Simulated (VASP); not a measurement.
# BaO: single point with LDA

The system is BaO.

```
Ba O
1.0
     0.00000    2.75000    2.75000
     2.75000    0.00000    2.75000
     2.75000    2.75000    0.00000
Ba O
1 1
Direct
  0.00000 0.00000 0.00000
  0.50000 0.50000 0.50000
```

```json
{
 "Program": "VASP 6.6.1",
 "Task": "single point",
 "Functional": "LDA",
 "Potentials or basis": "VASP PAW LDA potentials, release 64 (Ba_sv, O)",
 "Cutoff": "600 eV",
 "k mesh": "4 × 4 × 4",
 "Occupations": "gaussian, width 0.01 eV",
 "Spin": "no spin polarisation",
 "Dipole correction": "no",
 "Further INCAR settings": "ALGO = Normal; EDIFF = 1e-06; NBANDS = 15"
}
```

| Item | Value |
| --- | --- |
| Pressure | -0.9 GPa |
| Band gap on the k mesh | 1.74 eV, direct |

Levels at points of the mesh, in eV from the valence-band top:
```tsv
k point	band 4	band 5	band 6	band 7	band 8	band 9	band 10	band 11	band 12	band 13
(0.00, 0.00, 0.00)	-10.23	-10.23	-0.42	-0.42	-0.42	3.41	4.58	4.58	4.58	6.95
(0.50, 0.00, 0.00)	-10.36	-10.36	-2.17	-1.62	-1.62	4.84	7.18	7.18	8.06	10.70
(0.50, 0.50, 0.00)	-10.88	-10.88	-0.20	-0.20	0.00	1.74	6.01	9.00	9.28	9.93
```

It used 4.9 s of CPU time on 1 thread of AMD EPYC 9R45 (Zen 5), with other jobs on the host.

Caveat: the k points lie up to 0.49 Å⁻¹ apart; spin-orbit coupling is left out, which moves the levels of the heavy elements. A k mesh can miss the band edges.
